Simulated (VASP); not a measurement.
# O (C2/m) in VASP: a series of runs

The runs below take O through single point, with PBE.

All numbers are computed with VASP 6.6.1; they aren't measurements. Logs are shortened: lines on timing, memory, paths and dates and some standing lists are left out, and cuts for length are marked.

### 1 The cell of the first run

The structure is monoclinic, space group C2/m (No. 12). The conventional cell has a = 5.606 Å, b = 3.268 Å, c = 4.289 Å, α = 90.00°, β = 123.29°, γ = 90.00°. Within 1.6 Å of O (site symmetry m) lie 1 O at 1.20 Å.

### 2 Single point, PBE (16.42 Å³/atom)

Contents of INCAR:

```
ALGO = Normal ; EDIFF = 1E-6
ENCUT = 520 ; GGA = PE
ISIF = 2 ; ISMEAR = -1
LASPH = T ; LCHARG = F
LREAL = F ; LWAVE = F
NBANDS = 13 ; NELM = 60
PREC = Accurate ; SIGMA = 0.05
```

Contents of KPOINTS:

```
k-points
0
Gamma
  10 10 8
```

Contents of POSCAR:

```
O
1.0
    2.8030646531     -1.6342339543      0.0000000000
    2.8030646531      1.6342339543      0.0000000000
   -2.3538989615      0.0000000000      3.5852238286
O
2
Direct
    0.0254538300      0.0254538300      0.1555740200
    0.9745461700      0.9745461700      0.8444259800
```

Potentials or basis: VASP PAW PBE potentials, release 64 (O).

Launch:

```console
> cat potpaw_PBE.64/O/POTCAR > POTCAR
> mpirun -np 1 vasp_std > vasp.out
```

OUTCAR:

```text
EDIFF = 1E-6
   ENCUT = 520
   GGA = PE
   ISIF = 2
   ISMEAR = -1
   LASPH = T
   LREAL = F
   NELM = 60
   PREC = Accurate

 ion  position               nearest neighbor table
   1  0.025  0.025  0.156-   2 1.20
   2  0.975  0.975  0.844-   1 1.20

  LATTYP: Found a base centered monoclinic cell.
 ALAT       =     5.6061293062
 B/A-ratio  =     0.5830168607
 C/A-ratio  =     0.7650377976
 COS(beta)  =    -0.5488350190

  Lattice vectors:

 A1 = (   2.8030646531,  -1.6342339543,   0.0000000000)
 A2 = (   2.8030646531,   1.6342339543,   0.0000000000)
 A3 = (  -2.3538989615,   0.0000000000,   3.5852238286)

Analysis of symmetry for initial positions (statically):
=====================================================================
 Subroutine PRICEL returns:
 Original cell was already a primitive cell.

 Routine SETGRP: Setting up the symmetry group for a
 base centered monoclinic supercell.

 Subroutine GETGRP returns: Found  4 space group operations
 (whereof  4 operations were pure point group operations)
 out of a pool of  4 trial point group operations.

The static configuration has the point symmetry C_2h.

Analysis of symmetry for dynamics (positions and initial velocities):
=====================================================================
 Subroutine PRICEL returns:
 Original cell was already a primitive cell.

 Routine SETGRP: Setting up the symmetry group for a
 base centered monoclinic supercell.

 Subroutine GETGRP returns: Found  4 space group operations
 (whereof  4 operations were pure point group operations)
 out of a pool of  4 trial point group operations.

The dynamic configuration has the point symmetry C_2h.

 Subroutine INISYM returns: Found  4 space group operations
 (whereof  4 operations are pure point group operations),
 and found     1 'primitive' translations

----------------------------------------------------------------------------------------

                                     Primitive cell

  volume of cell :      32.8468

[... 82 lines left out ...]
   ISPIN  =      1    spin polarized calculation?
   LNONCOLLINEAR =      F non collinear calculations
   LSORBIT =      F    spin-orbit coupling
   LASPH  =      T    aspherical Exc in radial PAW
   ENCUT  =  520.0 eV  38.22 Ry    6.18 a.u.   6.03  6.03  7.97*2*pi/ulx,y,z
   NELM   =     60;   NELMIN=  2; NELMDL= -5     # of ELM steps
   EDIFF  = 0.1E-05   stopping-criterion for ELM
   LREAL  =      F    real-space projection
   EDIFFG = 0.1E-04   stopping-criterion for IOM
   NSW    =      0    number of steps for IOM
   IBRION =     -1    ionic relax: 0-MD 1-quasi-New 2-CG
   NFREE  =      0    steps in history (QN), initial steepest desc. (CG)
   ISIF   =      2    stress and relaxation
   ISYM   =      2    0-nonsym 1-usesym 2-fastsym
   POTIM  = 0.5000    time-step for ionic-motion
   TEBEG  =    0.0;   TEEND  =   0.0 temperature during run
   PSTRESS=    0.0 pullay stress
   NELECT =      12.0000    total number of electrons
   NUPDOWN=      -1.0000    fix difference up-down
   EMIN   =  10.00;   EMAX   =-10.00  energy-range for DOS
   EFERMI =   0.00;   METHOD = LEGACY
   ISMEAR =    -1;   SIGMA  =   0.05  broadening in eV -4-tet -1-fermi 0-gaus
   EFERMI_NEDOS =   21; number of points for ismear=-14 and -15
   IALGO  =     38    algorithm
   IMIX   =      4    mixing-type and parameters
     AMIX     =   0.40;   BMIX     =  1.00
     AMIX_MAG =   1.60;   BMIX_MAG =  1.00
  volume/ion in A,a.u.               =      16.42       110.83
  Fermi-wavevector in a.u.,A,eV,Ry     =   1.170318  2.211581 18.635154  1.369645
  Thomas-Fermi vector in A             =   2.306779
   LORBIT       =      0    0 simple, 1 ext, 2 COOP (PROOUT), +10 PAW based schemes
   GGA     = PE    functional components
   LHFCALC =     F    Hartree Fock is set to
   AEXX    =    0.0000 exact exchange contribution
   IVDW    =     0    specifies the selected vdW correction
   LEPSILON=     F    determine dielectric tensor
   LRPA    =     F    only Hartree local field effects (RPA)
 non-spin polarized calculation
  energy-cutoff  :      520.00
  volume of cell :       32.85
 maximum number of plane-waves:       906
   NGX = 13   NGY = 13   NGZ = 15

 number of electron      11.9999997 magnetization

 Free energy of the ion-electron system (eV)
  ---------------------------------------------------
  ext. energy  EPLUGINS =         0.00000000
  ---------------------------------------------------
  free energy    TOTEN  =        -9.05123183 eV

  energy without entropy =       -9.00298491  energy(sigma->0) =       -9.02710837

 E-fermi :  -1.4592     XC(G=0):  -7.6503

 val. band max:       -1.4607310542   @ k =  -0.1000  -0.4000   0.1250
 cond. band min:      -1.4564767858   @ k =  -0.2000   0.2000   0.0000
 fundamental gap:      0.0042542684
 Fermi energy:        -1.4592251797

 k-point     1 :       0.0000    0.0000    0.0000
  band No.  band energies     occupation
      1     -28.6057      2.00000
      2     -15.2109      2.00000
      3      -9.5458      2.00000
      4      -8.0432      2.00000
      5      -8.0030      2.00000
      6      -1.5645      1.78274
      7      -1.2557      0.03355
      8       5.3366      0.00000
      9       9.6559      0.00000
     10      12.9819      0.00000
     11      14.2440      0.00000
     12      16.8318      0.00000
     13      17.9309      0.00000
[... 354 lines left out ...]
  band No.  band energies     occupation
      1     -28.4869      2.00000
      2     -15.4001      2.00000
      3      -9.2731      2.00000
      4      -8.5697      2.00000
      5      -8.3549      2.00000
      6      -1.4660      1.06757
      7      -1.1479      0.00395
      8       7.8930      0.00000
      9       9.5253      0.00000
     10      10.3385      0.00000
     11      12.0716      0.00000
     12      14.3583      0.00000
     13      16.7993      0.00000

 [... further k-points ...]
[... 5 lines left out ...]
  --------------------------------------------------------------------------------------
  -------------------------------------------------------------------------------------
  Total        0.4797288     -0.7194866      2.1507576      0.0000000      0.0000000     -0.8521771
  in kB       23.3998320    -35.0945524    104.9079561      0.0000000      0.0000000    -41.5668237
  external PRESSURE =      31.0710786 kB  Pullay stress =       0.0000000 kB

 VOLUME and BASIS-vectors are now :
 -----------------------------------------------------------------------------
  energy-cutoff  :      520.00
  volume of cell :       32.85
      direct lattice vectors                 reciprocal lattice vectors
     2.803064653 -1.634233954  0.000000000     0.178376192 -0.305953746  0.117113897
     2.803064653  1.634233954  0.000000000     0.178376192  0.305953746  0.117113897
    -2.353898962  0.000000000  3.585223829     0.000000000  0.000000000  0.278922613

 POSITION                                       TOTAL-FORCE (eV/Angst)
 -----------------------------------------------------------------------------------
     -0.22351      0.00000      0.55777        -0.777168      0.000000      2.427984
      3.47574      0.00000      3.02746         0.777168      0.000000     -2.427984
 -----------------------------------------------------------------------------------
    total drift:                                0.000000     -0.000000      0.000000

  FREE ENERGIE OF THE ION-ELECTRON SYSTEM (eV)
  ---------------------------------------------------
  free  energy   TOTEN  =        -9.0512318306 eV

  energy  without entropy=       -9.0029849107  energy(sigma->0) =       -9.02710837
```

stdout:

```text
POSCAR found type information on POSCAR O
 POSCAR found :  1 types and       2 ions
 scaLAPACK will be used
 LDA part: xc-table for (Slater+PW92), standard interpolation
 POSCAR, INCAR and KPOINTS ok, starting setup
 FFT: planning ... GRIDC
 FFT: planning ... GRID_SOFT
 FFT: planning ... GRID
 WAVECAR not read
 entering main loop
```

Wall time 86 s (1 thread of Intel Xeon 8259CL, shared host); peak memory 0.19 GiB.

Results:

| Quantity | Value |
| --- | --- |
| Free energy | -9.0512 eV |
| Pressure | 3.1 GPa |
| Largest force | 2.549 eV/Å |
| Band gap on the k mesh | zero (bands 6 and 7 overlap by 0.27 eV) |

Forces on the atoms (eV/Å):
```
O   -0.777  0.000  2.428
O    0.777  0.000 -2.428
```

Caveat: the standard files for N, O and F lose accuracy on very short bonds; spin is off for a triplet molecule; the stress differs along the axes, from -4 to 10 GPa; this functional lacks dispersion, which holds the molecules together, so the pressure and a relaxed volume are unreliable; forces of over 1 eV/Å act on the atoms, so gaps and moduli don't describe the material at rest.

### 3 Single point, PBE (18.15 Å³/atom)

This run uses another cell than the first one, of 18.15 Å³/atom.

Contents of INCAR:

```
SYSTEM = O
PREC = Accurate
ENCUT = 520
EDIFF = 1E-7
ISMEAR = -1
SIGMA = 0.05
LREAL = .False.
LASPH = .True.
NELM = 100
ALGO = Normal
ISIF = 2
LWAVE = .False.
LCHARG = .False.
GGA = PE
NBANDS = 13
```

Contents of KPOINTS:

```
Automatic mesh
0
Gamma
  10 10 8
  0 0 0
```

Contents of POSCAR:

```
O
1.0
    2.8981554719     -1.6896735049      0.0000000000
    2.8981554719      1.6896735049      0.0000000000
   -2.4337523388      0.0000000000      3.7068485185
O
2
Direct
    0.0254538300      0.0254538300      0.1555740200
    0.9745461700      0.9745461700      0.8444259800
```

Potentials or basis: VASP PAW PBE potentials, release 64 (O).

Launch:

```console
> cat potpaw_PBE.64/O/POTCAR > POTCAR
> mpirun -np 1 vasp_std > vasp.out
```

Run time: 2.9 min. Hardware: 1 thread of Intel Xeon 8259CL, shared host; peak memory 0.22 GiB.

The run converged. Its results:

| Quantity | Value |
| --- | --- |
| Free energy | -9.0557 eV |
| Pressure | -2.8 GPa |
| Largest force | 0.597 eV/Å |
| Band gap on the k mesh | zero (bands 6 and 7 overlap by 0.22 eV) |

Forces on the atoms (eV/Å):
```
O    0.351  0.000 -0.483
O   -0.351  0.000  0.483
```

Stress tensor (GPa, compression positive):
```
-0.54  0.00  1.79
 0.00 -2.93  0.00
 1.79  0.00 -4.87
```

Levels at points of the mesh, in eV from the Fermi level:
| k point | band 3 | band 4 | band 5 | band 6 | band 7 | band 8 | band 9 | band 10 |
| --- | --- | --- | --- | --- | --- | --- | --- | --- |
| (0.00, 0.00, 0.00) | -7.52 | -5.96 | -5.92 | -0.09 | 0.17 | 6.67 | 9.86 | 14.15 |
| (0.50, 0.00, 0.00) | -7.09 | -6.98 | -6.07 | -0.25 | 0.12 | 9.44 | 10.47 | 11.17 |
| (0.50, 0.50, 0.00) | -6.90 | -6.90 | -6.27 | -0.01 | 0.33 | 9.24 | 10.68 | 11.51 |
| (0.00, 0.00, 0.50) | -6.72 | -6.04 | -6.03 | 0.12 | 0.29 | 6.63 | 8.28 | 11.55 |
| (0.50, 0.00, 0.50) | -6.78 | -6.76 | -6.20 | -0.51 | 0.13 | 8.02 | 10.67 | 12.24 |
| (0.50, 0.50, 0.50) | -6.96 | -6.79 | -6.16 | -0.28 | 0.06 | 7.83 | 10.65 | 11.52 |

Caveat: the standard files for N, O and F lose accuracy on very short bonds; spin is off for a triplet molecule; this functional lacks dispersion, which holds the molecules together, so the pressure and a relaxed volume are unreliable.

(Part 1 of 3 ends here.)
